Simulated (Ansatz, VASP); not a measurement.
# SnO2 in VASP and in Ansatz

```xyz
12
Lattice="-3.1904 3.3392 3.3392 3.1904 -3.3392 3.3392 3.1388 3.3933 -3.2852" Properties=species:S:1:pos:R:3 pbc="T T T"
Sn   -0.0387    5.0494    1.7101
Sn    3.1775   -1.6561    1.6831
Sn    1.5694    1.6966    1.6966
Sn   -1.5952    1.6696    1.6696
O     1.5638    1.6903   -0.3461
O     3.1411    3.0185    1.7146
O     4.7284    1.7174   -0.3191
O     3.1622    0.4018    1.7057
O    -0.0234    2.9915    1.6875
O    -0.0024    0.3748    1.6787
O    -1.5896    1.6759    3.7123
O     1.5750    1.7030    3.7394
```

Change from the starting cell: shear of c along a, cell held, atoms relaxed: +2.0 %.

Alike in both runs: functional LDA; k mesh 6 × 6 × 6; occupations gaussian, width 0.02 eV; no spin polarisation.

Ansatz relaxed the structure, and its values are those at the end. VASP's run is a single point on that final structure, the one shown.

```csv
,VASP,Ansatz
version,VASP 6.6.1,Ansatz 0.2.0
potentials or method,"VASP PAW LDA potentials, release 64 (Sn_d, O), cutoff 520 eV","scalar-relativistic, plane waves, PAW"
valence electrons in the cell,104,104
```

Ansatz gave:

* gap on the k mesh at the Fermi level (eV): 1.19
* least direct gap on the mesh (eV): 1.19
* pressure (GPa): 0.4
* rms of the force components (eV/Å): 0.002

Q: Estimate VASP's values.

A: gap on the k mesh at the Fermi level (eV): 1.23; least direct gap on the mesh (eV): 1.23; pressure (GPa): 1.5; rms of the force components (eV/Å): 0.011.

LDA's correlation is that of Perdew and Zunger in VASP and of Perdew and Wang (1992) in Ansatz. Ansatz's warnings: stress scf threshold loose.
